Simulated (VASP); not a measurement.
Here is a VASP 6.6.1 calculation.

INCAR

```
PREC = Accurate
ENCUT = 520
EDIFF = 1E-6
ISMEAR = 0
SIGMA = 0.15
LREAL = False
LASPH = True
NELM = 100
ALGO = Fast
ISIF = 2
LWAVE = False
LCHARG = False
GGA = PE
NBANDS = 9
```

Contents of KPOINTS:

```
regular mesh
0
Gamma
  18 18 10
```

The input POSCAR:

```
Mg
1.0
    3.4660132551      0.0000000000      0.0000000000
   -1.7330066275      3.0016555288      0.0000000000
    0.0000000000      0.0000000000      4.7935036000
Mg
2
Direct
    0.3333333333      0.6666666667      0.2500000000
    0.6666666667      0.3333333333      0.7500000000
```

Potentials or basis: VASP PAW PBE potentials, release 64 (Mg).

Command:

```console
$ cat potpaw_PBE.64/Mg/POTCAR > POTCAR
$ mpirun -np 1 vasp_std > vasp.out
```

Question: What does it give for the pressure?

Answer: -1.9 GPa.

Question: What does it give for the band gap on the k mesh?

Answer: Zero (bands 2 and 3 overlap by 2.02 eV).

Stress tensor (GPa, compression positive):
```
-3.72  0.00  0.00
 0.00 -3.72  0.00
 0.00  0.00  1.87
```

Caveat: the cell differs from its parent crystal (strain +0.080 along x and y, -0.080 along z); the stress differs along the axes, from -4 to 2 GPa.
